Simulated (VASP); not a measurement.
MnS, 2 atoms in the cell. Symmetry: Fm-3m, No. 225, cubic system. The conventional cell has a = 5.309 Å, b = 5.309 Å, c = 5.309 Å, α = 90.00°, β = 90.00°, γ = 90.00°. Within 3.5 Å of Mn (site symmetry m-3m) lie 6 S at 2.65 Å. Within 3.5 Å of S (site symmetry m-3m) lie 6 Mn at 2.65 Å. 

- Program: VASP 6.6.1
- Task: single point
- Functional: PBE
- Potentials or basis: VASP PAW PBE potentials, release 64 (Mn_pv, S)
- Cutoff: 520 eV
- k mesh: 8 × 8 × 8
- Occupations: gaussian, width 0.05 eV
- Spin: collinear spin, ferromagnetic start
- Starting moments: [5.0, 0.11] μB
- Hubbard terms: Mn d U = 3.9 eV
- Dipole correction: no
- Further INCAR settings: ALGO = Normal; EDIFF = 1e-06; NBANDS = 20

Potentials or basis: VASP PAW PBE potentials, release 64 (Mn_pv, S).

Run with:

```sh
$ cat potpaw_PBE.64/Mn_pv/POTCAR potpaw_PBE.64/S/POTCAR > POTCAR
$ mpirun -np 1 vasp_std > vasp.out
```

Hardware: 1 thread of Oxide Virtual Turin-like Processor, on a shared host.

How long does it take, and how much memory?

It took 53 s on 1 thread of Oxide Virtual Turin-like Processor, with other jobs on the host, peak memory 0.15 GiB. Counts: scf iterations 14, k points 29.
